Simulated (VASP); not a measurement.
# Y2Te (P6/mmm) in VASP: single point with PBE

Aim: the single point of Y2Te with PBE.

All numbers are computed with VASP 6.6.1; they aren't measurements. Logs are shortened: lines on timing, memory, paths and dates and some standing lists are left out, and cuts for length are marked.

### Step 1. The cell of the first run

It takes space group P6/mmm (No. 191, hexagonal). Conventional cell: a = 5.695 Å, b = 5.695 Å, c = 3.491 Å, α = 90.00°, β = 90.00°, γ = 120.00°. Y (site symmetry -6m2) has 5 Y at 3.29 to 3.49 Å and 6 Te at 3.72 Å within 4.3 Å. Te (site symmetry 6/mmm) has 2 Te at 3.49 Å and 12 Y at 3.72 Å within 4.6 Å.

### Step 2. Single point, PBE

INCAR

```
SYSTEM = Y2Te
PREC = Accurate
ENCUT = 520
EDIFF = 1E-6
ISMEAR = 0
SIGMA = 0.1
LREAL = .False.
LASPH = .True.
NELM = 60
ALGO = Normal
ISIF = 2
LWAVE = .False.
LCHARG = .False.
GGA = PE
NBANDS = 21
```

KPOINTS

```
regular mesh
0
Gamma
  6 6 6
  0 0 0
```

POSCAR

```
Y2Te
1.0
    5.6947932200      0.0000000000      0.0000000000
   -2.8473966100      4.9318356000      0.0000000000
    0.0000000000      0.0000000000      3.4909082400
Y Te
2 1
Direct
    0.3333333300      0.6666666700      0.5000000000
    0.6666666700      0.3333333300      0.5000000000
    0.0000000000      0.0000000000      0.0000000000
```

Potentials or basis: VASP PAW PBE potentials, release 64 (Y_sv, Te).

The run is started by

```
cat potpaw_PBE.64/Y_sv/POTCAR potpaw_PBE.64/Te/POTCAR > POTCAR
mpirun -np 1 vasp_std > vasp.out
```

OUTCAR:

```text
SYSTEM = Y2Te
   PREC = Accurate
   ENCUT = 520
   EDIFF = 1E-6
   ISMEAR = 0
   LREAL = .False.
   LASPH = .True.
   NELM = 60
   ISIF = 2
   GGA = PE

 ion  position               nearest neighbor table
   1  0.333  0.667  0.500-   2 3.29   2 3.29   2 3.29   3 3.72   3 3.72   3 3.72   3 3.72   3 3.72
                             3 3.72
   2  0.667  0.333  0.500-   1 3.29   1 3.29   1 3.29   3 3.72   3 3.72   3 3.72   3 3.72   3 3.72
                             3 3.72
   3  0.000  0.000  0.000-   1 3.72   2 3.72   1 3.72   2 3.72   2 3.72   2 3.72   1 3.72   1 3.72
                             2 3.72   2 3.72   1 3.72   1 3.72

  LATTYP: Found a hexagonal cell.
 ALAT       =     5.6947932200
 C/A-ratio  =     0.6129999993

  Lattice vectors:

 A1 = (   5.6947932200,   0.0000000000,   0.0000000000)
 A2 = (  -2.8473966100,   4.9318356000,   0.0000000000)
 A3 = (   0.0000000000,   0.0000000000,   3.4909082400)

Analysis of symmetry for initial positions (statically):
=====================================================================
 Subroutine PRICEL returns:
 Original cell was already a primitive cell.

 Routine SETGRP: Setting up the symmetry group for a
 hexagonal supercell.

 Subroutine GETGRP returns: Found 24 space group operations
 (whereof 24 operations were pure point group operations)
 out of a pool of 24 trial point group operations.

The static configuration has the point symmetry D_6h.

Analysis of symmetry for dynamics (positions and initial velocities):
=====================================================================
 Subroutine PRICEL returns:
 Original cell was already a primitive cell.

 Routine SETGRP: Setting up the symmetry group for a
 hexagonal supercell.

 Subroutine GETGRP returns: Found 24 space group operations
 (whereof 24 operations were pure point group operations)
 out of a pool of 24 trial point group operations.

The dynamic configuration has the point symmetry D_6h.

 Subroutine INISYM returns: Found 24 space group operations
 (whereof 24 operations are pure point group operations),
 and found     1 'primitive' translations

----------------------------------------------------------------------------------------

                                     Primitive cell

  volume of cell :      98.0449

  direct lattice vectors                    reciprocal lattice vectors
     5.694793220  0.000000000  0.000000000     0.175599001  0.101382130  0.000000000
    -2.847396610  4.931835600  0.000000000     0.000000000  0.202764261  0.000000000
     0.000000000  0.000000000  3.490908240     0.000000000  0.000000000  0.286458403

  length of vectors
     5.694793220  5.694793222  3.490908240     0.202764261  0.202764261  0.286458403

  position of ions in fractional coordinates (direct lattice)
     0.333333330  0.666666670  0.500000000
     0.666666670  0.333333330  0.500000000
     0.000000000  0.000000000  0.000000000

  ion indices of the primitive-cell ions
   primitive index   ion index
                 1           1
                 2           2
                 3           3

----------------------------------------------------------------------------------------

 KPOINTS: regular mesh

Automatic generation of k-mesh.
 Grid dimensions read from file:
 generate k-points for:    6    6    6

 Generating k-lattice:

  Cartesian coordinates                     Fractional coordinates (reciprocal lattice)
     0.029266500  0.016897022  0.000000000     0.166666667  0.000000000  0.000000000
     0.000000000  0.033794043  0.000000000     0.000000000  0.166666667  0.000000000
     0.000000000  0.000000000  0.047743067     0.000000000  0.000000000  0.166666667

  Length of vectors
     0.033794043  0.033794043  0.047743067

  Shift w.r.t. Gamma in fractional coordinates (k-lattice)
     0.000000000  0.000000000  0.000000000

 Subroutine IBZKPT returns following result:
 ===========================================

 Found     28 irreducible k-points:

 Following reciprocal coordinates:
            Coordinates               Weight
  0.000000  0.000000  0.000000      1.000000
  0.166667 -0.000000  0.000000      6.000000
  0.333333 -0.000000  0.000000      6.000000
  0.500000 -0.000000  0.000000      3.000000
  0.166667  0.166667  0.000000      6.000000
  0.333333  0.166667  0.000000     12.000000
[... 16 lines left out ...]
  0.166667 -0.000000  0.500000      6.000000
  0.333333 -0.000000  0.500000      6.000000
 [... further k-points ...]
   k-points           NKPTS =     28   k-points in BZ     NKDIM =     28   number of bands    NBANDS=     21
   number of dos      NEDOS =    301   number of ions     NIONS =      3
   total plane-waves  NPLWV =  49392
   dimension x,y,z NGX =    42 NGY =   42 NGZ =   28
   dimension x,y,z NGXF=    84 NGYF=   84 NGZF=   56
   ions per type =               2   1
   NGX,Y,Z   is equivalent  to a cutoff of  12.26, 12.26, 13.33 a.u.
   NGXF,Y,Z  is equivalent  to a cutoff of  24.52, 24.52, 26.67 a.u.
 SYSTEM =  Y2Te
   PREC   = accura    normal or accurate (medium, high low for compatibility)
   ISTART =      0    job   : 0-new  1-cont  2-samecut
   ICHARG =      2    charge: 1-file 2-atom 10-const
   ISPIN  =      1    spin polarized calculation?
   LNONCOLLINEAR =      F non collinear calculations
   LSORBIT =      F    spin-orbit coupling
   LASPH  =      T    aspherical Exc in radial PAW
   ENCUT  =  520.0 eV  38.22 Ry    6.18 a.u.  10.59 10.59  6.49*2*pi/ulx,y,z
   NELM   =     60;   NELMIN=  2; NELMDL= -5     # of ELM steps
   EDIFF  = 0.1E-05   stopping-criterion for ELM
   LREAL  =      F    real-space projection
   EDIFFG = 0.1E-04   stopping-criterion for IOM
   NSW    =      0    number of steps for IOM
   IBRION =     -1    ionic relax: 0-MD 1-quasi-New 2-CG
   NFREE  =      0    steps in history (QN), initial steepest desc. (CG)
   ISIF   =      2    stress and relaxation
   ISYM   =      2    0-nonsym 1-usesym 2-fastsym
   POTIM  = 0.5000    time-step for ionic-motion
   TEBEG  =    0.0;   TEEND  =   0.0 temperature during run
   PSTRESS=    0.0 pullay stress
   NELECT =      28.0000    total number of electrons
   NUPDOWN=      -1.0000    fix difference up-down
   EMIN   =  10.00;   EMAX   =-10.00  energy-range for DOS
   EFERMI =   0.00;   METHOD = LEGACY
   ISMEAR =     0;   SIGMA  =   0.10  broadening in eV -4-tet -1-fermi 0-gaus
   EFERMI_NEDOS =   21; number of points for ismear=-14 and -15
   IALGO  =     38    algorithm
   IMIX   =      4    mixing-type and parameters
     AMIX     =   0.40;   BMIX     =  1.00
     AMIX_MAG =   1.60;   BMIX_MAG =  1.00
  volume/ion in A,a.u.               =      32.68       220.55
  Fermi-wavevector in a.u.,A,eV,Ry     =   1.078084  2.037283 15.813571  1.162265
  Thomas-Fermi vector in A             =   2.214013
   LORBIT       =      0    0 simple, 1 ext, 2 COOP (PROOUT), +10 PAW based schemes
   GGA     = PE    functional components
   LHFCALC =     F    Hartree Fock is set to
   AEXX    =    0.0000 exact exchange contribution
   IVDW    =     0    specifies the selected vdW correction
   LEPSILON=     F    determine dielectric tensor
   LRPA    =     F    only Hartree local field effects (RPA)
 non-spin polarized calculation
 Gauss-broadening in eV      SIGMA  =   0.10
  energy-cutoff  :      520.00
  volume of cell :       98.04
 maximum number of plane-waves:      2689
   NGX = 21   NGY = 21   NGZ = 13

 number of electron      27.9999997 magnetization

 Free energy of the ion-electron system (eV)
  ---------------------------------------------------
  ext. energy  EPLUGINS =         0.00000000
  ---------------------------------------------------
  free energy    TOTEN  =       -15.86377259 eV

  energy without entropy =      -15.82574471  energy(sigma->0) =      -15.84475865

 E-fermi :   4.6352     XC(G=0):  -9.4375

 val. band max:        4.6231383180   @ k =   0.3333   0.1667   0.1667
 cond. band min:       4.6402658919   @ k =   0.1667  -0.0000   0.1667
 fundamental gap:      0.0171275739
 Fermi energy:         4.6352214771

 k-point     1 :       0.0000    0.0000    0.0000
  band No.  band energies     occupation
      1     -38.6794      2.00000
      2     -38.5886      2.00000
      3     -18.8609      2.00000
      4     -18.8609      2.00000
      5     -18.4516      2.00000
      6     -18.4377      2.00000
[... 13 lines left out ...]
     20       8.1559      0.00000
     21       8.1584      0.00000

 k-point     2 :       0.1667   -0.0000    0.0000
  band No.  band energies     occupation
      1     -38.6741      2.00000
      2     -38.5940      2.00000
      3     -18.8710      2.00000
      4     -18.8415      2.00000
      5     -18.4595      2.00000
      6     -18.4461      2.00000
[... 13 lines left out ...]
     20       7.6522      0.00000
     21       7.7081      0.00000

 k-point     3 :       0.3333   -0.0000    0.0000
  band No.  band energies     occupation
      1     -38.6604      2.00000
      2     -38.6080      2.00000
      3     -18.8897      2.00000
      4     -18.7947      2.00000
      5     -18.5106      2.00000
      6     -18.4321      2.00000
[... 13 lines left out ...]
     20       7.2302      0.00000
     21       7.4729      0.00000

 k-point     4 :       0.5000   -0.0000    0.0000
  band No.  band energies     occupation
      1     -38.6493      2.00000
      2     -38.6191      2.00000
      3     -18.8985      2.00000
      4     -18.7640      2.00000
      5     -18.5435      2.00000
      6     -18.4208      2.00000
[... 13 lines left out ...]
     20       6.8821      0.00000
     21       8.0041      0.00000

 k-point     5 :       0.1667    0.1667    0.0000
  band No.  band energies     occupation
      1     -38.6644      2.00000
      2     -38.6039      2.00000
      3     -18.8893      2.00000
      4     -18.8015      2.00000
      5     -18.5020      2.00000
      6     -18.4362      2.00000
[... 13 lines left out ...]
     20       7.1777      0.00000
     21       8.2173      0.00000
[... 382 lines left out ...]
     20       7.0073      0.00000
     21       7.5755      0.00000

 k-point    22 :       0.0000    0.0000    0.5000
  band No.  band energies     occupation
      1     -38.6496      2.00000
      2     -38.5606      2.00000
      3     -18.8356      2.00000
      4     -18.8142      2.00000
      5     -18.8142      2.00000
      6     -18.7055      2.00000
[... 13 lines left out ...]
     20       6.1612      0.00000
     21       8.0420      0.00000

 k-point    23 :       0.1667   -0.0000    0.5000
  band No.  band energies     occupation
      1     -38.6444      2.00000
      2     -38.5659      2.00000
      3     -18.8278      2.00000
      4     -18.8233      2.00000
      5     -18.7946      2.00000
      6     -18.7131      2.00000
[... 13 lines left out ...]
     20       6.8545      0.00000
     21       7.8791      0.00000

 k-point    24 :       0.3333   -0.0000    0.5000
  band No.  band energies     occupation
      1     -38.6309      2.00000
      2     -38.5795      2.00000
      3     -18.8404      2.00000
      4     -18.8077      2.00000
      5     -18.7473      2.00000
      6     -18.7328      2.00000
[... 13 lines left out ...]
     20       7.3503      0.00000
     21       8.1790      0.00000

 [... further k-points ...]
[... 5 lines left out ...]
  --------------------------------------------------------------------------------------
  -------------------------------------------------------------------------------------
  Total       -1.8273893     -1.8273893     -3.4847387      0.0000000      0.0000000      0.0000000
  in kB      -29.8618481    -29.8618481    -56.9450285      0.0000000      0.0000000      0.0000000
  external PRESSURE =     -38.8895749 kB  Pullay stress =       0.0000000 kB

 VOLUME and BASIS-vectors are now :
 -----------------------------------------------------------------------------
  energy-cutoff  :      520.00
  volume of cell :       98.04
      direct lattice vectors                 reciprocal lattice vectors
     5.694793220  0.000000000  0.000000000     0.175599001  0.101382130  0.000000000
    -2.847396610  4.931835600  0.000000000     0.000000000  0.202764261  0.000000000
     0.000000000  0.000000000  3.490908240     0.000000000  0.000000000  0.286458403

 POSITION                                       TOTAL-FORCE (eV/Angst)
 -----------------------------------------------------------------------------------
     -0.00000      3.28789      1.74545         0.000000      0.000000      0.000000
      2.84740      1.64395      1.74545        -0.000000      0.000000      0.000000
      0.00000      0.00000      0.00000         0.000000      0.000000      0.000000
 -----------------------------------------------------------------------------------
    total drift:                                0.000000     -0.000000     -0.000000

  FREE ENERGIE OF THE ION-ELECTRON SYSTEM (eV)
  ---------------------------------------------------
  free  energy   TOTEN  =       -15.8637725909 eV

  energy  without entropy=      -15.8257447108  energy(sigma->0) =      -15.84475865
```

It took 30 s on 1 thread of Intel Xeon 6975P-C (Granite Rapids), shared host; peak memory 0.25 GiB.

What came out:

```yaml
Free_energy: -15.8638 eV
Pressure: -3.9 GPa
Band_gap_on_the_k_mesh: zero (band 14 reaches 4.71 eV, above the bottom of band 15 at 4.17 eV)
```

Levels at points of the mesh, in eV from the Fermi level:
| k point | band 11 | band 12 | band 13 | band 14 | band 15 | band 16 | band 17 | band 18 |
| --- | --- | --- | --- | --- | --- | --- | --- | --- |
| (0.00, 0.00, 0.00) | -3.80 | -2.57 | -0.26 | -0.07 | 0.30 | 0.30 | 0.46 | 2.47 |
| (0.50, 0.00, 0.00) | -3.66 | -1.83 | -0.25 | 0.03 | 0.13 | 0.16 | 1.54 | 1.98 |
| (0.00, 0.00, 0.50) | -2.54 | -2.54 | -0.90 | -0.90 | 0.49 | 0.49 | 0.77 | 1.09 |
| (0.50, 0.00, 0.50) | -3.24 | -3.09 | -0.82 | -0.29 | 0.12 | 0.46 | 1.40 | 2.06 |

Caveat: spin-orbit coupling is left out, which moves the levels of the heavy elements.
